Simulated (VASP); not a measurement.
# TiW (Cmmm) in VASP: a series of runs

Runs on TiW. Level: LDA. Tasks: single point, relaxation of cell and atoms.

All numbers are computed with VASP 6.6.1; they aren't measurements. Logs are shortened: lines on timing, memory, paths and dates and some standing lists are left out, and cuts for length are marked.

## Step 1: The cell of the first run

Symmetry: Cmmm, No. 65, orthorhombic system. Conventional cell: a = 3.107 Å, b = 4.503 Å, c = 4.349 Å, α = 90.00°, β = 90.00°, γ = 90.00°. Within 3.5 Å of Ti (site symmetry mmm) lie 8 W at 2.67 to 3.13 Å and 6 Ti at 2.74 to 3.11 Å. Within 3.5 Å of W (site symmetry mmm) lie 8 Ti at 2.67 to 3.13 Å and 6 W at 2.74 to 3.11 Å.

## Step 2: Single point, LDA

INCAR reads:

```
SYSTEM = TiW
  PREC = Accurate
  ENCUT = 520
  EDIFF = 1E-6
  ISMEAR = 1
  SIGMA = 0.1
  LREAL = .FALSE.
  LASPH = .TRUE.
  NELM = 100
  ALGO = Normal
  ISIF = 2
  LWAVE = .FALSE.
  LCHARG = .FALSE.
  NBANDS = 20
```

KPOINTS reads:

```
regular mesh
0
G
  9 9 5
  0 0 0
```

POSCAR reads:

```
TiW
1.0
    1.5537042610     -2.2517400505      0.0000000000
    1.5537042610      2.2517400505      0.0000000000
    0.0000000000      0.0000000000      4.3493703411
Ti W
1 1
Direct
    0.0000000000      0.0000000000      0.0000000000
    0.5000000000      0.5000000000      0.5000000000
```

Potentials or basis: VASP PAW LDA potentials, release 64 (Ti_sv, W_sv).

The run is started by

```sh
$ cat potpaw_LDA.64/Ti_sv/POTCAR potpaw_LDA.64/W_sv/POTCAR > POTCAR
$ mpirun -np 1 vasp_std > vasp.out
```

OUTCAR:

```text
SYSTEM = TiW
   PREC = Accurate
   ENCUT = 520
   EDIFF = 1E-6
   ISMEAR = 1
   LREAL = .FALSE.
   LASPH = .TRUE.
   NELM = 100
   ISIF = 2

 ion  position               nearest neighbor table
   1  0.000  0.000  0.000-   2 2.67   2 2.67   2 2.67   2 2.67   2 3.13   2 3.13   2 3.13   2 3.13

   2  0.500  0.500  0.500-   1 2.67   1 2.67   1 2.67   1 2.67   1 3.13   1 3.13   1 3.13   1 3.13

  LATTYP: Found a base centered orthorhombic cell.
 ALAT       =     3.1074085220
 B/A-ratio  =     1.4492719799
 C/A-ratio  =     1.3996776769

  Lattice vectors:

 A1 = (   1.5537042610,  -2.2517400505,   0.0000000000)
 A2 = (   1.5537042610,   2.2517400505,   0.0000000000)
 A3 = (   0.0000000000,   0.0000000000,   4.3493703411)

Analysis of symmetry for initial positions (statically):
=====================================================================
 Subroutine PRICEL returns:
 Original cell was already a primitive cell.

 Routine SETGRP: Setting up the symmetry group for a
 base centered orthorhombic supercell.

 Subroutine GETGRP returns: Found  8 space group operations
 (whereof  8 operations were pure point group operations)
 out of a pool of  8 trial point group operations.

The static configuration has the point symmetry D_2h.

Analysis of symmetry for dynamics (positions and initial velocities):
=====================================================================
 Subroutine PRICEL returns:
 Original cell was already a primitive cell.

 Routine SETGRP: Setting up the symmetry group for a
 base centered orthorhombic supercell.

 Subroutine GETGRP returns: Found  8 space group operations
 (whereof  8 operations were pure point group operations)
 out of a pool of  8 trial point group operations.

The dynamic configuration has the point symmetry D_2h.

 Subroutine INISYM returns: Found  8 space group operations
 (whereof  8 operations are pure point group operations),
 and found     1 'primitive' translations

----------------------------------------------------------------------------------------

                                     Primitive cell

  volume of cell :      30.4329

  direct lattice vectors                    reciprocal lattice vectors
     1.553704261 -2.251740051  0.000000000     0.321811565 -0.222050498  0.000000000
     1.553704261  2.251740051  0.000000000     0.321811565  0.222050498  0.000000000
     0.000000000  0.000000000  4.349370341     0.000000000  0.000000000  0.229918338

  length of vectors
     2.735750388  2.735750388  4.349370341     0.390984792  0.390984792  0.229918338

  position of ions in fractional coordinates (direct lattice)
     0.000000000  0.000000000  0.000000000
     0.500000000  0.500000000  0.500000000

  ion indices of the primitive-cell ions
   primitive index   ion index
                 1           1
                 2           2

----------------------------------------------------------------------------------------

 KPOINTS: regular mesh

Automatic generation of k-mesh.
 Grid dimensions read from file:
 generate k-points for:    9    9    5

 Generating k-lattice:

  Cartesian coordinates                     Fractional coordinates (reciprocal lattice)
     0.035756841 -0.024672278  0.000000000     0.111111111 -0.000000000  0.000000000
     0.035756841  0.024672278  0.000000000    -0.000000000  0.111111111  0.000000000
     0.000000000  0.000000000  0.045983668     0.000000000  0.000000000  0.200000000

  Length of vectors
     0.043442755  0.043442755  0.045983668

  Shift w.r.t. Gamma in fractional coordinates (k-lattice)
     0.000000000  0.000000000  0.000000000

 Subroutine IBZKPT returns following result:
 ===========================================

 Found     75 irreducible k-points:

 Following reciprocal coordinates:
            Coordinates               Weight
  0.000000  0.000000  0.000000      1.000000
  0.111111 -0.000000  0.000000      4.000000
  0.222222  0.000000  0.000000      4.000000
  0.333333 -0.000000  0.000000      4.000000
  0.444444  0.000000  0.000000      4.000000
  0.111111  0.111111  0.000000      2.000000
[... 16 lines left out ...]
 -0.333333  0.333333  0.000000      2.000000
  0.444444  0.444444  0.000000      2.000000
 [... further k-points ...]
   k-points           NKPTS =     75   k-points in BZ     NKDIM =     75   number of bands    NBANDS=     20
   number of dos      NEDOS =    301   number of ions     NIONS =      2
   total plane-waves  NPLWV =  12800
   dimension x,y,z NGX =    20 NGY =   20 NGZ =   32
   dimension x,y,z NGXF=    40 NGYF=   40 NGZF=   64
   ions per type =               1   1
   NGX,Y,Z   is equivalent  to a cutoff of  12.15, 12.15, 12.23 a.u.
   NGXF,Y,Z  is equivalent  to a cutoff of  24.31, 24.31, 24.46 a.u.
 SYSTEM =  TiW
   PREC   = accura    normal or accurate (medium, high low for compatibility)
   ISTART =      0    job   : 0-new  1-cont  2-samecut
   ICHARG =      2    charge: 1-file 2-atom 10-const
   ISPIN  =      1    spin polarized calculation?
   LNONCOLLINEAR =      F non collinear calculations
   LSORBIT =      F    spin-orbit coupling
   LASPH  =      T    aspherical Exc in radial PAW
   ENCUT  =  520.0 eV  38.22 Ry    6.18 a.u.   5.09  5.09  8.09*2*pi/ulx,y,z
   NELM   =    100;   NELMIN=  2; NELMDL= -5     # of ELM steps
   EDIFF  = 0.1E-05   stopping-criterion for ELM
   LREAL  =      F    real-space projection
   EDIFFG = 0.1E-04   stopping-criterion for IOM
   NSW    =      0    number of steps for IOM
   IBRION =     -1    ionic relax: 0-MD 1-quasi-New 2-CG
   NFREE  =      0    steps in history (QN), initial steepest desc. (CG)
   ISIF   =      2    stress and relaxation
   ISYM   =      2    0-nonsym 1-usesym 2-fastsym
   POTIM  = 0.5000    time-step for ionic-motion
   TEBEG  =    0.0;   TEEND  =   0.0 temperature during run
   PSTRESS=    0.0 pullay stress
   NELECT =      26.0000    total number of electrons
   NUPDOWN=      -1.0000    fix difference up-down
   EMIN   =  10.00;   EMAX   =-10.00  energy-range for DOS
   EFERMI =   0.00;   METHOD = LEGACY
   ISMEAR =     1;   SIGMA  =   0.10  broadening in eV -4-tet -1-fermi 0-gaus
   EFERMI_NEDOS =   21; number of points for ismear=-14 and -15
   IALGO  =     38    algorithm
   IMIX   =      4    mixing-type and parameters
     AMIX     =   0.40;   BMIX     =  1.00
     AMIX_MAG =   1.60;   BMIX_MAG =  1.00
  volume/ion in A,a.u.               =      15.22       102.69
  Fermi-wavevector in a.u.,A,eV,Ry     =   1.553406  2.935511 32.831809  2.413070
  Thomas-Fermi vector in A             =   2.657641
   LORBIT       =      0    0 simple, 1 ext, 2 COOP (PROOUT), +10 PAW based schemes
   GGA     = CA    functional components
   LHFCALC =     F    Hartree Fock is set to
   AEXX    =    0.0000 exact exchange contribution
   IVDW    =     0    specifies the selected vdW correction
   LEPSILON=     F    determine dielectric tensor
   LRPA    =     F    only Hartree local field effects (RPA)
 non-spin polarized calculation
 Methfessel and Paxton  Order N= 1 SIGMA  =   0.10
  energy-cutoff  :      520.00
  volume of cell :       30.43
 maximum number of plane-waves:       840
   NGX = 11   NGY = 11   NGZ = 17

 number of electron      26.0000012 magnetization

 Free energy of the ion-electron system (eV)
  ---------------------------------------------------
  ext. energy  EPLUGINS =         0.00000000
  ---------------------------------------------------
  free energy    TOTEN  =       -22.74928781 eV

  energy without entropy =      -22.74796728  energy(sigma->0) =      -22.74884763

 E-fermi :  10.1965     XC(G=0): -13.2602

 val. band max:       10.1925171513   @ k =  -0.4444   0.3333   0.0000
 cond. band min:      10.1983339027   @ k =   0.1111  -0.0000   0.0000
 fundamental gap:      0.0058167514
 Fermi energy:        10.1964683291

 k-point     1 :       0.0000    0.0000    0.0000
  band No.  band energies     occupation
      1     -62.6125      2.00000
      2     -45.3032      2.00000
      3     -27.2297      2.00000
      4     -26.7087      2.00000
      5     -26.5185      2.00000
      6     -21.8250      2.00000
[... 12 lines left out ...]
     19      13.7806      0.00000
     20      16.3072      0.00000

 k-point     2 :       0.1111   -0.0000    0.0000
  band No.  band energies     occupation
      1     -62.6039      2.00000
      2     -45.2909      2.00000
      3     -27.2076      2.00000
      4     -26.7860      2.00000
      5     -26.5705      2.00000
      6     -21.8265      2.00000
[... 12 lines left out ...]
     19      14.1613      0.00000
     20      17.0079      0.00000

 k-point     3 :       0.2222    0.0000    0.0000
  band No.  band energies     occupation
      1     -62.5819      2.00000
      2     -45.2596      2.00000
      3     -27.1511      2.00000
      4     -27.0547      2.00000
      5     -26.6207      2.00000
      6     -21.9097      2.00000
[... 12 lines left out ...]
     19      14.0713      0.00000
     20      18.8142      0.00000

 k-point     4 :       0.3333   -0.0000    0.0000
  band No.  band energies     occupation
      1     -62.5568      2.00000
      2     -45.2237      2.00000
      3     -27.3768      2.00000
      4     -27.0859      2.00000
      5     -26.6473      2.00000
      6     -22.1476      2.00000
[... 12 lines left out ...]
     19      14.0333      0.00000
     20      20.3760      0.00000

 k-point     5 :       0.4444    0.0000    0.0000
  band No.  band energies     occupation
      1     -62.5403      2.00000
      2     -45.2001      2.00000
      3     -27.5834      2.00000
      4     -27.0426      2.00000
      5     -26.6612      2.00000
      6     -22.3008      2.00000
[... 12 lines left out ...]
     19      15.6841      0.00000
     20      18.7516      0.00000

 k-point     6 :       0.1111    0.1111    0.0000
  band No.  band energies     occupation
      1     -62.5930      2.00000
      2     -45.2751      2.00000
      3     -27.1729      2.00000
      4     -26.8786      2.00000
      5     -26.6515      2.00000
      6     -21.8392      2.00000
[... 12 lines left out ...]
     19      13.8194      0.00000
     20      18.2792      0.00000

 k-point     7 :       0.2222    0.1111    0.0000
  band No.  band energies     occupation
      1     -62.5705      2.00000
      2     -45.2429      2.00000
      3     -27.1132      2.00000
      4     -27.1082      2.00000
      5     -26.7497      2.00000
      6     -21.9556      2.00000
[... 12 lines left out ...]
     19      14.2799      0.00000
     20      19.9838      0.00000
[... 277 lines left out ...]
 k-point    20 :       0.3333    0.3333    0.0000
  band No.  band energies     occupation
      1     -62.5099      2.00000
      2     -45.1580      2.00000
      3     -27.3897      2.00000
      4     -27.2528      2.00000
      5     -26.9958      2.00000
      6     -22.1436      2.00000
[... 12 lines left out ...]
     19      15.6867      0.00000
     20      19.2131      0.00000

 k-point    21 :       0.4444    0.3333    0.0000
  band No.  band energies     occupation
      1     -62.5002      2.00000
      2     -45.1453      2.00000
      3     -27.5504      2.00000
      4     -27.1808      2.00000
      5     -26.9939      2.00000
      6     -22.2562      2.00000
[... 12 lines left out ...]
     19      17.3978      0.00000
     20      17.8284      0.00000

 k-point    22 :      -0.4444    0.3333    0.0000
  band No.  band energies     occupation
      1     -62.5039      2.00000
      2     -45.1512      2.00000
      3     -27.5522      2.00000
      4     -27.1067      2.00000
      5     -27.0155      2.00000
      6     -22.2577      2.00000
[... 12 lines left out ...]
     19      15.8686      0.00000
     20      20.1215      0.00000

 k-point    23 :      -0.3333    0.3333    0.0000
  band No.  band energies     occupation
      1     -62.5191      2.00000
      2     -45.1729      2.00000
      3     -27.4086      2.00000
      4     -27.0511      2.00000
      5     -27.0504      2.00000
      6     -22.1590      2.00000
[... 12 lines left out ...]
     19      15.8203      0.00000
     20      19.2004      0.00000

 k-point    24 :       0.4444    0.4444    0.0000
  band No.  band energies     occupation
      1     -62.4901      2.00000
      2     -45.1317      2.00000
      3     -27.6505      2.00000
      4     -27.1793      2.00000
      5     -26.9892      2.00000
      6     -22.3254      2.00000
[... 12 lines left out ...]
     19      16.7528      0.00000
     20      18.9005      0.00000

 [... further k-points ...]
[... 5 lines left out ...]
  --------------------------------------------------------------------------------------
  -------------------------------------------------------------------------------------
  Total        0.1417223      0.1734049      0.1110419      0.0000000      0.0000000      0.0000000
  in kB        7.4611516      9.1291217      5.8459431      0.0000000      0.0000000      0.0000000
  external PRESSURE =       7.4787388 kB  Pullay stress =       0.0000000 kB

 VOLUME and BASIS-vectors are now :
 -----------------------------------------------------------------------------
  energy-cutoff  :      520.00
  volume of cell :       30.43
      direct lattice vectors                 reciprocal lattice vectors
     1.553704261 -2.251740051  0.000000000     0.321811565 -0.222050498  0.000000000
     1.553704261  2.251740051  0.000000000     0.321811565  0.222050498  0.000000000
     0.000000000  0.000000000  4.349370341     0.000000000  0.000000000  0.229918338

 POSITION                                       TOTAL-FORCE (eV/Angst)
 -----------------------------------------------------------------------------------
      0.00000      0.00000      0.00000         0.000000      0.000000      0.000000
      1.55370      0.00000      2.17469         0.000000     -0.000000      0.000000
 -----------------------------------------------------------------------------------
    total drift:                                0.000000      0.000000      0.000000

  FREE ENERGIE OF THE ION-ELECTRON SYSTEM (eV)
  ---------------------------------------------------
  free  energy   TOTEN  =       -22.7492878117 eV

  energy  without entropy=      -22.7479672794  energy(sigma->0) =      -22.74884763
```

Run time: 31 s. Hardware: 1 thread of Intel Xeon Platinum 8488C (Sapphire Rapids), shared host; peak memory 0.16 GiB.

Results:

| Item | Value |
| --- | --- |
| Free energy | -22.7493 eV |
| Pressure | 0.7 GPa |
| Band gap on the k mesh | zero (band 13 reaches 11.44 eV, above the bottom of band 14 at 9.59 eV) |

Stress tensor (GPa, compression positive):
```
0.75 0.00 0.00
0.00 0.91 0.00
0.00 0.00 0.58
```

Levels at points of the mesh, in eV from the Fermi level:
```csv
k point,band 9,band 10,band 11,band 12,band 13,band 14,band 15,band 16,band 17,band 18
"(0.00, 0.00, 0.00)",-7.74,-4.26,-2.02,0.17,0.31,0.83,2.02,2.87,3.12,3.16
```

Caveat: spin-orbit coupling is left out, which moves the levels of the heavy elements.

(Part 1 of 2 ends here.)
